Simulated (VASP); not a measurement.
Write the native input for VASP 6.6.1 that does the following.

| Property | Result |
| --- | --- |
| Task | relaxation of shape and atoms at fixed volume |
| Functional | r2SCAN |
| Potentials or basis | VASP PAW PBE potentials, release 64 (Al, N) |
| Cutoff | 600 eV |
| k mesh | 9 × 9 × 6 |
| Occupations | gaussian, width 0.02 eV |
| Spin | no spin polarisation |
| Dipole correction | no |
| Further INCAR settings | ALGO = Normal; EDIFF = 1e-06; IBRION = 2; EDIFFG = -0.01; NSW = 50; ISIF = 4 |

AlN:

```
CELL_PARAMETERS angstrom
3.13746 0.00000 0.00000
-1.56873 2.71712 0.00000
0.00000 0.00000 5.02775
ATOMIC_POSITIONS crystal
Al 0.33333 0.66667 0.99920
Al 0.66667 0.33333 0.49920
N 0.33333 0.66667 0.38080
N 0.66667 0.33333 0.88080
```

One way to write it, as run:

POSCAR

```
AlN
1.0
    3.1374631004      0.0000000000      0.0000000000
   -1.5687315502      2.7171227484      0.0000000000
    0.0000000000      0.0000000000      5.0277459998
Al N
2 2
Direct
    0.3333333333      0.6666666667     -0.0008032970
    0.6666666667      0.3333333333      0.4991967030
    0.3333333333      0.6666666667      0.3808032970
    0.6666666667      0.3333333333      0.8808032970
```

INCAR.step1

```
SYSTEM = AlN
PREC = Accurate
ENCUT = 600
ISMEAR = 0
SIGMA = 0.02
LREAL = .FALSE.
LASPH = .TRUE.
NELM = 60
GGA = PE
ALGO = Normal
EDIFF = 1E-4
LWAVE = .TRUE.
LCHARG = .FALSE.
```

INCAR.step2

```
SYSTEM = AlN
PREC = Accurate
ENCUT = 600
EDIFF = 1E-6
ISMEAR = 0
SIGMA = 0.02
LREAL = .FALSE.
LASPH = .TRUE.
NELM = 60
ALGO = Normal
ISIF = 4
LWAVE = .FALSE.
LCHARG = .FALSE.
METAGGA = R2SCAN
LMIXTAU = .TRUE.
IBRION = 2
NSW = 50
EDIFFG = -0.01
ISTART = 1
```

KPOINTS

```
regular mesh
0
G
  9 9 6
  0 0 0
```

Potentials or basis: VASP PAW PBE potentials, release 64 (Al, N).

Launch:

```bash
$ cat potpaw_PBE.64/Al/POTCAR potpaw_PBE.64/N/POTCAR > POTCAR
$ cp INCAR.step1 INCAR
$ mpirun -np 1 vasp_std > vasp.out
$ cp INCAR.step2 INCAR
$ mpirun -np 1 vasp_std > vasp.out
```

Results of the run:

```json
{
 "Energy gained by relaxing": "0.0 meV/atom",
 "Ionic steps": "8",
 "Pressure after relaxing": "-6.2 GPa",
 "Largest force after relaxing": "0.007 eV/Å",
 "Band gap on the k mesh": "4.66 eV"
}
```

Caveat: the PAW data sets were made with another functional, which shifts forces and pressure a little; an odd mesh through Γ misses points on the zone boundary, where band edges can lie.

Wall time 4.7 min on 1 thread of AMD EPYC 9R45 96-Core Processor (Zen 5), with other jobs on the host, peak memory 0.16 GiB.
